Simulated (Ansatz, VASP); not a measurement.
# InSe in VASP and in Ansatz

```xyz
4
Lattice="5.8650 -2.0683 0.0000 5.8650 2.0683 0.0000 -1.7346 0.0000 4.8029" Properties=species:S:1:pos:R:3 pbc="T T T"
In   10.3373    0.0000    0.2250
In   -0.3420    0.0000    4.5780
Se    6.5923    0.0000    3.2130
Se    3.4031    0.0000    1.5900
```

Change from the starting cell: volume scaled by 1.02.

Alike in both runs: task single point; functional LDA; k mesh 7 × 7 × 6; occupations fermi-dirac, width 0.05 eV; no spin polarisation.

|  | VASP | Ansatz |
| --- | --- | --- |
| version | VASP 6.6.1 | Ansatz 0.2.0 |
| potentials or method | VASP PAW LDA potentials, release 64 (In_d, Se), cutoff 520 eV | all-electron LAPW, scalar-relativistic |

VASP gave:

- gap on the k mesh at the Fermi level (eV): 0.97
- least direct gap on the mesh (eV): 1.02
- pressure (GPa): -3.5
- traceless stress, the component that is largest in VASP (GPa): -0.66
- rms of the force components (eV/Å): 0.104

Q: What did Ansatz give for the same quantities?

A: gap on the k mesh at the Fermi level (eV): 0.96; least direct gap on the mesh (eV): 1.01; pressure (GPa): -3.6; traceless stress, the component that is largest in VASP (GPa): -0.69; rms of the force components (eV/Å): 0.114.

LDA's correlation is that of Perdew and Zunger in VASP and of Perdew and Wang (1992) in Ansatz. Atom by atom the forces differ by 0.010 eV/Å (rms over components). Ansatz ran all-electron here, and VASP with PAW potentials.
